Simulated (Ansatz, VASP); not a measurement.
**One calculation of Tl, two programs**

INCAR

```
  PREC = Accurate
  ENCUT = 520
  EDIFF = 1E-6
  ISMEAR = -1
  SIGMA = 0.1
  LREAL = F
  LASPH = T
  NELM = 60
  ALGO = Normal
  ISIF = 2
  LWAVE = F
  LCHARG = F
  GGA = B5
  ALDAX = 1.0
  AGGAX = 1.0
  AGGAC = 1.0
  ALDAC = 0.0
  NBANDS = 20
```

Contents of KPOINTS:

```
regular mesh
0
Gamma
  8 8 8
```

POSCAR

```
Tl
1.0
    0.0000000000      3.7988686335      3.7988686335
    3.7988686335      0.0000000000      3.7988686335
    3.7988686335      3.7988686335      0.0000000000
Tl
2
Direct
    0.1250000000      0.1250000000      0.1250000000
    0.8750000000      0.8750000000      0.8750000000
```

Input for Ansatz:

```yaml
crystal:
  lattice:
    - [0.0, 3.7988686335, 3.7988686335]
    - [3.7988686335, 0.0, 3.7988686335]
    - [3.7988686335, 3.7988686335, 0.0]
  atoms:
    - { symbol: Tl, position: [0.125, 0.125, 0.125] }
    - { symbol: Tl, position: [0.875, 0.875, 0.875] }
hamiltonian:
  xc: blyp
  pseudopotentials:
    kind: paw
    azcp:
      Tl: "pseudopotentials/Tl.paw.azcp"
basis:
  ecutwfc: 420
  fft_grid_basis: typed
kpoints:
  mp_grid: { grid: [8, 8, 8], shift: [0, 0, 0] }
magnetization:
  spin_polarized: false
scf:
  occupations: { method: fermi_dirac, width: 0.1 }
  lower_state_search: "off"
output:
  stress: true
  write_density: true
  write_potential: true
  elf: true
  volumetric_format: npy
```

Alike in both runs: task single point; functional BLYP; k mesh 8 × 8 × 8; occupations fermi-dirac, width 0.1 eV; no spin polarisation.

|  | VASP | Ansatz |
| --- | --- | --- |
| version | VASP 6.6.1 | Ansatz 0.2.0 |
| potentials or method | VASP PAW PBE potentials, release 64 (Tl_d), cutoff 520 eV | plane waves (420 eV) with PAW, scalar-relativistic |
| valence electrons in the cell | 26 | 26 |

```csv
,VASP,Ansatz,Ansatz less VASP
pressure (GPa),-0.6,-0.6,+0.03
```

VASP's potentials were made for PBE, not for BLYP. The functional is the same, so the differences come from potentials, cutoffs and numerics.

Neither program's run includes spin-orbit coupling.
